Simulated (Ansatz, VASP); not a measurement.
**One calculation of NbTe, two programs**

Contents of INCAR:

```
PREC = Accurate ; ENCUT = 520
EDIFF = 1E-6 ; ISMEAR = -1
SIGMA = 0.05 ; LREAL = False
LASPH = True ; NELM = 150
ALGO = Normal ; ISIF = 2
LWAVE = False ; LCHARG = False
LMAXMIX = 4 ; LDAU = True
LDAUTYPE = 2 ; LDAUL = 2 -1
LDAUU = 4 0 ; LDAUJ = 0 0
LDAUPRINT = 1 ; GGA = CA
NBANDS = 16
```

The input KPOINTS:

```
Automatic mesh
0
Gamma
  8 8 8
```

File POSCAR:

```
NbTe
1.0
    3.4257000000      0.0000000000      0.0000000000
    0.0000000000      3.4257000000      0.0000000000
    0.0000000000      0.0000000000      3.4257000000
Nb Te
1 1
Direct
    0.5000000000      0.5000000000      0.5000000000
    0.0000000000      0.0000000000      0.0000000000
```

File input.yaml:

```yaml
crystal:
  lattice:
    - [3.4257, 0.0, 0.0]
    - [0.0, 3.4257, 0.0]
    - [0.0, 0.0, 3.4257]
  atoms:
    - { symbol: Nb, position: [0.5, 0.5, 0.5] }
    - { symbol: Te, position: [0.0, 0.0, 0.0] }
hamiltonian:
  xc: lda
  pseudopotentials: { kind: paw }
  hubbard: { sites: [{ species: Nb, l: d, u_eff: 4.0 }] }
kpoints:
  mp_grid: { grid: [8, 8, 8] }
scf:
  occupations: { method: fermi_dirac, width: 0.05 }
  n_extra_bands: 6
output:
  forces: true
  stress: true
  eigenvalues: true
  dos: { projected: true, de: 0.05, nscf_kmesh: { grid: [12, 12, 12] } }
```

Alike in both runs: functional LDA; k mesh 8 × 8 × 8; occupations fermi-dirac, width 0.05 eV; no spin polarisation; Hubbard terms Nb d U = 4.0 eV.

|  | VASP | Ansatz |
| --- | --- | --- |
| version | VASP 6.6.1 | Ansatz 0.2.0 |
| potentials or method | VASP PAW LDA potentials, release 64 (Nb_sv, Te) | Ansatz PAW |
| plane-wave cutoff (eV) | 520 | 420 |
| valence electrons in the cell | 19 | 29 |
| task | single point | projected density of states |

```tsv
	VASP	Ansatz	Ansatz less VASP
gap on the k mesh at the Fermi level (eV)	none	none	-
pressure (GPa)	-3.4	-2.6	+0.76
```

LDA's correlation is that of Perdew and Zunger in VASP and of Perdew and Wang (1992) in Ansatz. The programs project onto different local orbitals, so the same U acts differently, and such runs can settle in different states. A gap of «none» marks a metal or a gap that the smearing closes. VASP's potentials hold 19 valence electrons a cell and Ansatz's 29, so a difference there can come from the potentials and not from the codes.

Neither program's run includes spin-orbit coupling.
